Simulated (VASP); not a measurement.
Set up this calculation in VASP 6.6.1, as the native input.

| Item | Value |
| --- | --- |
| Task | single point |
| Functional | PBE |
| Potentials or basis | VASP PAW PBE potentials, release 64 (Mg, Zn, Te) |
| Cutoff | 520 eV |
| k mesh | 6 × 6 × 2 |
| Occupations | gaussian, width 0.02 eV |
| Spin | no spin polarisation |
| Dipole correction | no |
| Further INCAR settings | ALGO = Normal; EDIFF = 1e-07; NBANDS = 31 |

The structure of Mg3ZnTe4 lies in POSCAR:

```
Mg3ZnTe4
1.0
    4.5331767000      0.0000000000      0.0000000000
    0.0000000000      4.5331767000      0.0000000000
    0.0000000000      0.0000000000     12.9236883000
Mg Zn Te
3 1 4
Direct
    0.0000000000      0.0000000000      0.7566260000
    0.5000000000      0.5000000000      0.5000000000
    0.0000000000      0.0000000000      0.2433740000
    0.5000000000      0.5000000000      0.0000000000
    0.5000000000      0.0000000000      0.6283440000
    0.0000000000      0.5000000000      0.3716560000
    0.5000000000      0.0000000000      0.1148640000
    0.0000000000      0.5000000000      0.8851360000
```

These files were run (other wordings do the same):

INCAR

```
SYSTEM = Mg3ZnTe4
  PREC = Accurate
  ENCUT = 520
  EDIFF = 1E-7
  ISMEAR = 0
  SIGMA = 0.02
  LREAL = .False.
  LASPH = .True.
  NELM = 80
  ALGO = Normal
  ISIF = 2
  LWAVE = .False.
  LCHARG = .True.
  GGA = PE
  LELF = .True.
  LVHAR = .True.
  NBANDS = 31
```

KPOINTS

```
Automatic mesh
0
Gamma
  6 6 2
  0 0 0
```

Potentials or basis: VASP PAW PBE potentials, release 64 (Mg, Zn, Te).

Command:

```sh
$ cat potpaw_PBE.64/Mg/POTCAR potpaw_PBE.64/Zn/POTCAR potpaw_PBE.64/Te/POTCAR > POTCAR
$ mpirun -np 1 vasp_std > vasp.out
```

Results of the run:

| Item | Value |
| --- | --- |
| Pressure | 0.0 GPa |
| Largest force | 0.012 eV/Å |
| Band gap on the k mesh | 1.81 eV |

Caveat: spin-orbit coupling is left out, which moves the levels of the heavy elements.

It took 110 s on 1 thread of Intel(R) Xeon(R) 6975P-C (Granite Rapids) (shared host), peak memory 0.44 GiB.
